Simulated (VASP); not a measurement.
# HfTi2Ge3 (P6/mmm) in VASP: further runs

HfTi2Ge3 is run at these levels: PBE; tasks: single point.

Program: VASP 6.6.1. These are calculated values, not measurements. Logs are shortened: lines on timing, memory, paths and dates and some standing lists are left out, and cuts for length are marked.

### Step 1. The cell of the first run

It takes space group P6/mmm (No. 191, hexagonal). The conventional cell has a = 5.427 Å, b = 5.427 Å, c = 7.417 Å, α = 90.00°, β = 90.00°, γ = 120.00°. Within 3.6 Å of Hf (site symmetry 6/mmm) lie 6 Ge at 2.71 Å and 2 Ti at 2.72 Å. Ti (site symmetry 6mm) has 1 Ti at 1.98 Å within 2.6 Å. Within 3.6 Å of Ge (site symmetry mmm) lie 4 Ge at 2.71 Å and 2 Hf at 2.71 Å.

### Step 2. Single point, PBE

INCAR reads:

```
SYSTEM = HfTi2Ge3
ALGO     = Normal         ! electronic algorithm
EDIFF    = 1E-6           ! SCF threshold, eV
ENCUT    = 500            ! plane-wave cutoff, eV
GGA      = PE             ! functional
GGA_COMPAT= .FALSE.      
ISIF     = 2              ! what is computed and relaxed
ISMEAR   = 0              ! smearing method
LASPH    = .TRUE.         ! aspherical terms in the spheres
LCHARG   = .TRUE.         ! write CHGCAR
LELF     = .TRUE.         ! ELF
LREAL    = .FALSE.        ! projectors in reciprocal space
LVHAR    = .TRUE.       
LWAVE    = .FALSE.        ! write WAVECAR
NBANDS   = 47             ! bands
NELM     = 120            ! most SCF steps
PREC     = Accurate       ! precision mode
SIGMA    = 0.2            ! smearing width, eV
```

KPOINTS reads:

```
k-points
0
G
  4 4 2
  0 0 0
```

POSCAR reads:

```
HfTi2Ge3
1.0
    5.4270520273      0.0000000000      0.0000000000
   -2.7135260136      4.6999649233      0.0000000000
    0.0000000000      0.0000000000      7.4174046892
Hf Ti Ge
1 2 3
Direct
    0.0000000000      0.0000000000      0.0000000000
    0.0000000000      0.0000000000      0.6335139897
    0.0000000000      0.0000000000      0.3664860103
    0.5000000000      0.0000000000      0.0000000000
    0.0000000000      0.5000000000      0.0000000000
    0.5000000000      0.5000000000      0.0000000000
```

Potentials or basis: VASP PAW PBE potentials, release 64 (Hf_pv, Ti_sv, Ge_d).

On the command line:

```sh
> cat potpaw_PBE.64/Hf_pv/POTCAR potpaw_PBE.64/Ti_sv/POTCAR potpaw_PBE.64/Ge_d/POTCAR > POTCAR
> mpirun -np 1 vasp_std > vasp.out
```

OUTCAR:

```text
SYSTEM = HfTi2Ge3
   EDIFF = 1E-6
   ENCUT = 500
   GGA = PE
   ISIF = 2
   ISMEAR = 0
   LASPH = .TRUE.
   LREAL = .FALSE.
   NELM = 120
   PREC = Accurate

 ion  position               nearest neighbor table
   1  0.000  0.000  0.000-   5 2.71   5 2.71   4 2.71   4 2.71   6 2.71   6 2.71   2 2.72   3 2.72

   2  0.000  0.000  0.634-   3 1.98   1 2.72
   3  0.000  0.000  0.366-   2 1.98   1 2.72
   4  0.500  0.000  0.000-   6 2.71   6 2.71   1 2.71   1 2.71   5 2.71   5 2.71
   5  0.000  0.500  0.000-   1 2.71   1 2.71   6 2.71   6 2.71   4 2.71   4 2.71
   6  0.500  0.500  0.000-   4 2.71   4 2.71   5 2.71   5 2.71   1 2.71   1 2.71

  LATTYP: Found a hexagonal cell.
 ALAT       =     5.4270520273
 C/A-ratio  =     1.3667465600

  Lattice vectors:

 A1 = (   5.4270520273,   0.0000000000,   0.0000000000)
 A2 = (  -2.7135260136,   4.6999649233,   0.0000000000)
 A3 = (   0.0000000000,   0.0000000000,   7.4174046892)

Analysis of symmetry for initial positions (statically):
=====================================================================
 Subroutine PRICEL returns:
 Original cell was already a primitive cell.

 Routine SETGRP: Setting up the symmetry group for a
 hexagonal supercell.

 Subroutine GETGRP returns: Found 24 space group operations
 (whereof 24 operations were pure point group operations)
 out of a pool of 24 trial point group operations.

The static configuration has the point symmetry D_6h.

Analysis of symmetry for dynamics (positions and initial velocities):
=====================================================================
 Subroutine PRICEL returns:
 Original cell was already a primitive cell.

 Routine SETGRP: Setting up the symmetry group for a
 hexagonal supercell.

 Subroutine GETGRP returns: Found 24 space group operations
 (whereof 24 operations were pure point group operations)
 out of a pool of 24 trial point group operations.

The dynamic configuration has the point symmetry D_6h.

 Subroutine INISYM returns: Found 24 space group operations
 (whereof 24 operations are pure point group operations),
 and found     1 'primitive' translations

----------------------------------------------------------------------------------------

                                     Primitive cell

  volume of cell :     189.1954

  direct lattice vectors                    reciprocal lattice vectors
     5.427052027  0.000000000  0.000000000     0.184262099  0.106383773  0.000000000
    -2.713526014  4.699964923  0.000000000     0.000000000  0.212767545  0.000000000
     0.000000000  0.000000000  7.417404689     0.000000000  0.000000000  0.134818045

  length of vectors
     5.427052027  5.427052027  7.417404689     0.212767545  0.212767545  0.134818045

  position of ions in fractional coordinates (direct lattice)
     0.000000000  0.000000000  0.000000000
     0.000000000  0.000000000  0.633513990
     0.000000000  0.000000000  0.366486010
     0.500000000  0.000000000  0.000000000
     1.000000000  0.500000000  0.000000000
     0.500000000  0.500000000  0.000000000

  ion indices of the primitive-cell ions
   primitive index   ion index
                 1           1
                 2           2
                 3           3
                 4           4
                 5           5
                 6           6

----------------------------------------------------------------------------------------

 KPOINTS: k-points

Automatic generation of k-mesh.
 Grid dimensions read from file:
 generate k-points for:    4    4    2

 Generating k-lattice:

  Cartesian coordinates                     Fractional coordinates (reciprocal lattice)
     0.046065525  0.026595943  0.000000000     0.250000000 -0.000000000  0.000000000
     0.000000000  0.053191886  0.000000000     0.000000000  0.250000000  0.000000000
     0.000000000  0.000000000  0.067409023     0.000000000  0.000000000  0.500000000

  Length of vectors
     0.053191886  0.053191886  0.067409023

  Shift w.r.t. Gamma in fractional coordinates (k-lattice)
     0.000000000  0.000000000  0.000000000

 Subroutine IBZKPT returns following result:
 ===========================================

 Found      8 irreducible k-points:

 Following reciprocal coordinates:
            Coordinates               Weight
  0.000000  0.000000  0.000000      1.000000
  0.250000 -0.000000  0.000000      6.000000
  0.500000 -0.000000  0.000000      3.000000
  0.250000  0.250000  0.000000      6.000000
  0.000000  0.000000  0.500000      1.000000
  0.250000 -0.000000  0.500000      6.000000
  0.500000 -0.000000  0.500000      3.000000
  0.250000  0.250000  0.500000      6.000000
   k-points           NKPTS =      8   k-points in BZ     NKDIM =      8   number of bands    NBANDS=     47
   number of dos      NEDOS =    301   number of ions     NIONS =      6
   total plane-waves  NPLWV =  86400
   dimension x,y,z NGX =    40 NGY =   40 NGZ =   54
   dimension x,y,z NGXF=    80 NGYF=   80 NGZF=  108
   ions per type =               1   2   3
   NGX,Y,Z   is equivalent  to a cutoff of  12.25, 12.25, 12.10 a.u.
   NGXF,Y,Z  is equivalent  to a cutoff of  24.51, 24.51, 24.21 a.u.
 SYSTEM =  HfTi2Ge3
   PREC   = accura    normal or accurate (medium, high low for compatibility)
   ISTART =      0    job   : 0-new  1-cont  2-samecut
   ICHARG =      2    charge: 1-file 2-atom 10-const
   ISPIN  =      1    spin polarized calculation?
   LNONCOLLINEAR =      F non collinear calculations
   LSORBIT =      F    spin-orbit coupling
   LASPH  =      T    aspherical Exc in radial PAW
   ENCUT  =  500.0 eV  36.75 Ry    6.06 a.u.   9.89  9.89 13.52*2*pi/ulx,y,z
   NELM   =    120;   NELMIN=  2; NELMDL= -5     # of ELM steps
   EDIFF  = 0.1E-05   stopping-criterion for ELM
   LREAL  =      F    real-space projection
   EDIFFG = 0.1E-04   stopping-criterion for IOM
   NSW    =      0    number of steps for IOM
   IBRION =     -1    ionic relax: 0-MD 1-quasi-New 2-CG
   NFREE  =      0    steps in history (QN), initial steepest desc. (CG)
   ISIF   =      2    stress and relaxation
   ISYM   =      2    0-nonsym 1-usesym 2-fastsym
   POTIM  = 0.5000    time-step for ionic-motion
   TEBEG  =    0.0;   TEEND  =   0.0 temperature during run
   PSTRESS=    0.0 pullay stress
   NELECT =      76.0000    total number of electrons
   NUPDOWN=      -1.0000    fix difference up-down
   EMIN   =  10.00;   EMAX   =-10.00  energy-range for DOS
   EFERMI =   0.00;   METHOD = LEGACY
   ISMEAR =     0;   SIGMA  =   0.20  broadening in eV -4-tet -1-fermi 0-gaus
   EFERMI_NEDOS =   21; number of points for ismear=-14 and -15
   IALGO  =     38    algorithm
   IMIX   =      4    mixing-type and parameters
     AMIX     =   0.40;   BMIX     =  1.00
     AMIX_MAG =   1.60;   BMIX_MAG =  1.00
  volume/ion in A,a.u.               =      31.53       212.79
  Fermi-wavevector in a.u.,A,eV,Ry     =   1.207932  2.282661 19.852258  1.459100
  Thomas-Fermi vector in A             =   2.343555
   LORBIT       =      0    0 simple, 1 ext, 2 COOP (PROOUT), +10 PAW based schemes
   GGA     = PE    functional components
   LHFCALC =     F    Hartree Fock is set to
   AEXX    =    0.0000 exact exchange contribution
   IVDW    =     0    specifies the selected vdW correction
   LEPSILON=     F    determine dielectric tensor
   LRPA    =     F    only Hartree local field effects (RPA)
 non-spin polarized calculation
 Gauss-broadening in eV      SIGMA  =   0.20
  energy-cutoff  :      500.00
  volume of cell :      189.20
 maximum number of plane-waves:      4832
 NGX is ok and might be reduce to    40
   NGX = 19   NGY = 19   NGZ = 27

 number of electron      75.9999985 magnetization

 Free energy of the ion-electron system (eV)
  ---------------------------------------------------
  ext. energy  EPLUGINS =         0.00000000
  ---------------------------------------------------
  free energy    TOTEN  =       -32.60268546 eV

  energy without entropy =      -32.45447882  energy(sigma->0) =      -32.52858214

 E-fermi :   2.5520     XC(G=0):  -8.4063

 val. band max:        2.5217274430   @ k =   0.2500   0.2500   0.0000
 cond. band min:       2.6437068755   @ k =   0.0000   0.0000   0.5000
 fundamental gap:      0.1219794325
 Fermi energy:         2.5520410387

 k-point     1 :       0.0000    0.0000    0.0000
  band No.  band energies     occupation
      1     -54.4295      2.00000
      2     -53.5769      2.00000
      3     -31.3537      2.00000
      4     -30.8074      2.00000
      5     -30.8074      2.00000
      6     -30.2889      2.00000
[... 39 lines left out ...]
     46       5.1764      0.00000
     47       5.8007      0.00000

 k-point     2 :       0.2500   -0.0000    0.0000
  band No.  band energies     occupation
      1     -54.4295      2.00000
      2     -53.5769      2.00000
      3     -31.3537      2.00000
      4     -30.8075      2.00000
      5     -30.8074      2.00000
      6     -30.2890      2.00000
[... 39 lines left out ...]
     46       5.3063      0.00000
     47       5.5691      0.00000

 k-point     3 :       0.5000   -0.0000    0.0000
  band No.  band energies     occupation
      1     -54.4295      2.00000
      2     -53.5769      2.00000
      3     -31.3537      2.00000
      4     -30.8076      2.00000
      5     -30.8075      2.00000
      6     -30.2890      2.00000
[... 39 lines left out ...]
     46       4.3597      0.00000
     47       5.3776      0.00000

 k-point     4 :       0.2500    0.2500    0.0000
  band No.  band energies     occupation
      1     -54.4295      2.00000
      2     -53.5769      2.00000
      3     -31.3537      2.00000
      4     -30.8076      2.00000
      5     -30.8075      2.00000
      6     -30.2890      2.00000
[... 39 lines left out ...]
     46       5.0926      0.00000
     47       5.3884      0.00000

 k-point     5 :       0.0000    0.0000    0.5000
  band No.  band energies     occupation
      1     -54.4297      2.00000
      2     -53.5767      2.00000
      3     -31.3769      2.00000
      4     -30.8070      2.00000
      5     -30.8070      2.00000
      6     -30.2895      2.00000
[... 39 lines left out ...]
     46       4.7768      0.00000
     47       4.7768      0.00000

 k-point     6 :       0.2500   -0.0000    0.5000
  band No.  band energies     occupation
      1     -54.4297      2.00000
      2     -53.5767      2.00000
      3     -31.3769      2.00000
      4     -30.8071      2.00000
      5     -30.8070      2.00000
      6     -30.2895      2.00000
[... 39 lines left out ...]
     46       4.7980      0.00000
     47       5.1833      0.00000

 k-point     7 :       0.5000   -0.0000    0.5000
  band No.  band energies     occupation
      1     -54.4297      2.00000
      2     -53.5767      2.00000
      3     -31.3769      2.00000
      4     -30.8072      2.00000
      5     -30.8071      2.00000
      6     -30.2896      2.00000
[... 39 lines left out ...]
     46       4.4431      0.00000
     47       5.1071      0.00000

 k-point     8 :       0.2500    0.2500    0.5000
  band No.  band energies     occupation
      1     -54.4297      2.00000
      2     -53.5767      2.00000
      3     -31.3769      2.00000
      4     -30.8072      2.00000
      5     -30.8071      2.00000
      6     -30.2896      2.00000
[... 39 lines left out ...]
     46       4.9147      0.00000
     47       5.4404      0.00000

------------------------ aborting loop because EDIFF is reached ----------------------------------------

  FORCE on cell =-STRESS in cart. coord.  units (eV):
  Direction    XX          YY          ZZ          XY          YZ          ZX
  --------------------------------------------------------------------------------------
  -------------------------------------------------------------------------------------
  Total       -0.1158357     -0.1158357      1.1707679     -0.0000000      0.0000000      0.0000000
  in kB       -0.9809399     -0.9809399      9.9144999     -0.0000000      0.0000000      0.0000000
  external PRESSURE =       2.6508734 kB  Pullay stress =       0.0000000 kB

 VOLUME and BASIS-vectors are now :
 -----------------------------------------------------------------------------
  energy-cutoff  :      500.00
  volume of cell :      189.20
      direct lattice vectors                 reciprocal lattice vectors
     5.427052027  0.000000000  0.000000000     0.184262099  0.106383773  0.000000000
    -2.713526014  4.699964923  0.000000000     0.000000000  0.212767545  0.000000000
     0.000000000  0.000000000  7.417404689     0.000000000  0.000000000  0.134818045

 POSITION                                       TOTAL-FORCE (eV/Angst)
 -----------------------------------------------------------------------------------
      0.00000      0.00000      0.00000        -0.000000      0.000000      0.000000
      0.00000      0.00000      4.69903         0.000000      0.000000      0.634741
      0.00000      0.00000      2.71838         0.000000     -0.000000     -0.634741
      2.71353      0.00000      0.00000        -0.000000      0.000000      0.000000
     -1.35676      2.34998      0.00000        -0.000000      0.000000      0.000000
      1.35676      2.34998      0.00000        -0.000000      0.000000      0.000000
 -----------------------------------------------------------------------------------
    total drift:                               -0.000000      0.000000     -0.000000

  FREE ENERGIE OF THE ION-ELECTRON SYSTEM (eV)
  ---------------------------------------------------
  free  energy   TOTEN  =       -32.6026854637 eV

  energy  without entropy=      -32.4544788171  energy(sigma->0) =      -32.52858214
```

Run time: 45 s. Hardware: 1 thread of Intel Xeon 6975P-C (Granite Rapids), shared host; peak memory 0.3 GiB.

What came out:

```yaml
Free_energy: -32.6027 eV
Pressure: 0.3 GPa
Largest_force: 0.635 eV/Å
Band_gap_on_the_k_mesh: zero (band 38 reaches 2.79 eV, above the bottom of band 39 at 2.23 eV)
```

Forces in eV/Å, atoms in the order of the input:
```
Hf   0.000  0.000  0.000
Ti   0.000  0.000  0.635
Ti   0.000  0.000 -0.635
Ge   0.000  0.000  0.000
Ge   0.000  0.000  0.000
Ge   0.000  0.000  0.000
```

Levels at points of the mesh, in eV from the Fermi level:
| k point | band 35 | band 36 | band 37 | band 38 | band 39 | band 40 | band 41 | band 42 |
| --- | --- | --- | --- | --- | --- | --- | --- | --- |
| (0.00, 0.00, 0.00) | -1.02 | -0.55 | -0.55 | 0.19 | 0.19 | 0.35 | 0.35 | 1.13 |
| (0.50, 0.00, 0.00) | -0.80 | -0.72 | -0.62 | -0.32 | 0.42 | 0.59 | 0.97 | 1.15 |
| (0.00, 0.00, 0.50) | -1.08 | -0.53 | -0.38 | 0.09 | 0.09 | 0.51 | 1.18 | 1.18 |
| (0.50, 0.00, 0.50) | -0.79 | -0.08 | -0.05 | 0.24 | 0.34 | 0.51 | 0.90 | 0.96 |

Caveat: the k points lie up to 0.42 Å⁻¹ apart; spin-orbit coupling is left out, which moves the levels of the heavy elements.

(Part 1 of 2 ends here.)
